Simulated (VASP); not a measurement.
# GaP2: single point with PBE

Crystal: GaP2.

```
Ga P
1.0
     3.24234    0.00000    0.00000
     0.00000    5.12305    0.00000
     0.00000    0.00000    7.07702
Ga P
2 4
Direct
  0.50000 0.27393 0.53374
  0.50000 0.72607 0.03374
  0.00000 0.66064 0.52377
  0.00000 0.33936 0.02377
  0.50000 0.85657 0.69327
  0.50000 0.14343 0.19327
```

* Program: VASP 6.6.1
* Task: single point
* Functional: PBE
* Potentials or basis: VASP PAW PBE potentials, release 64 (Ga_d, P)
* Cutoff: 520 eV
* k mesh: 6 × 4 × 4
* Occupations: gaussian, width 0.1 eV
* Spin: no spin polarisation
* Dipole correction: no
* Further INCAR settings: ALGO = Normal; EDIFF = 1e-07; NBANDS = 32

The pressure is 0.2 GPa, the largest force is 0.136 eV/Å and the band gap on the k mesh is zero (band 23 reaches 7.26 eV, above the bottom of band 24 at 4.30 eV).

Forces on the atoms (eV/Å):
```
Ga   0.000 -0.019  0.008
Ga   0.000  0.019  0.008
P    0.000  0.110  0.080
P    0.000 -0.110  0.080
P    0.000 -0.045 -0.088
P    0.000  0.045 -0.088
```

Stress tensor (GPa, compression positive):
```
-0.70  0.00  0.00
 0.00  0.92  0.00
 0.00  0.00  0.33
```

Levels at points of the mesh, in eV from the Fermi level:
```csv
k point,band 18,band 19,band 20,band 21,band 22,band 23,band 24,band 25,band 26,band 27
"(0.00, 0.00, 0.00)",-4.49,-2.80,-2.54,-2.39,-1.48,1.10,1.66,1.70,2.49,2.77
"(0.50, 0.00, 0.00)",-4.48,-4.35,-3.54,-2.43,-2.36,-1.65,-1.54,-0.73,-0.11,1.36
"(0.00, 0.50, 0.00)",-2.62,-2.46,-2.44,-1.84,-0.90,0.69,0.69,1.83,1.97,2.25
"(0.50, 0.50, 0.00)",-5.33,-5.16,-3.49,-2.71,-2.62,0.11,0.69,1.81,1.96,2.53
"(0.00, 0.00, 0.50)",-4.42,-2.60,-2.60,-2.39,-2.39,0.66,0.66,2.23,2.23,3.15
"(0.50, 0.00, 0.50)",-4.72,-4.47,-4.47,-2.14,-2.14,-1.57,-1.57,-0.14,-0.14,1.96
"(0.00, 0.50, 0.50)",-4.02,-2.44,-2.44,-1.27,-1.27,0.50,0.50,1.87,1.87,2.39
"(0.50, 0.50, 0.50)",-5.64,-3.69,-3.69,-2.11,-2.11,-0.57,-0.57,1.31,1.31,2.71
```

It took 54 s on 1 thread of Intel(R) Xeon(R) 6975P-C (Granite Rapids), on a shared host, peak memory 0.27 GiB.
